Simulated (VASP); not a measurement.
Here is a VASP 6.6.1 calculation.

File INCAR:

```
PREC     = Accurate       # precision mode
ENCUT    = 600            # plane-wave cutoff, eV
EDIFF    = 1E-6           # SCF threshold, eV
ISMEAR   = 0              # smearing method
SIGMA    = 0.1            # smearing width, eV
LREAL    = F              # projectors in reciprocal space
LASPH    = T              # aspherical terms in the spheres
NELM     = 80             # most SCF steps
ALGO     = Normal         # electronic algorithm
ISIF     = 3              # what is computed and relaxed
LWAVE    = F              # write WAVECAR
LCHARG   = F              # write CHGCAR
GGA      = PE             # functional
IBRION   = 2              # ionic algorithm
NSW      = 100            # ionic steps
EDIFFG   = -0.015         # ionic threshold
```

KPOINTS

```
Automatic mesh
0
Gamma
  8 8 4
```

Contents of POSCAR:

```
MgB2
1.0
    0.0081099700      2.8334598563      0.0048218159
   -1.4106295585     -1.4141148030      3.8777797902
    5.6790497874      0.0162199401      0.0190670006
Mg B
2 4
Direct
    0.9711543514     -0.0200264293      0.4939238961
    0.0179925810      0.0308098248     -0.0162386060
    0.7228448294      0.4968236205      0.1306768347
    0.7904239998      0.4361214602      0.6188056551
    0.2427627301      0.5361022495      0.3832983761
    0.2548215085      0.5201692743      0.8895338440
```

Potentials or basis: VASP PAW PBE potentials, release 64 (Mg, B).

The run is started by

```sh
$ cat potpaw_PBE.64/Mg/POTCAR potpaw_PBE.64/B/POTCAR > POTCAR
$ mpirun -np 1 vasp_std > vasp.out
```

(1) What does it give for the space group after relaxing (to 0.05 Å)?

(2) Estimate the relaxed cell.

Results:

(1) C2/m (No. 12).

(2) a = 3.144 Å, b = 4.793 Å, c = 5.832 Å, α = 89.81°, β = 105.76°, γ = 130.96°.
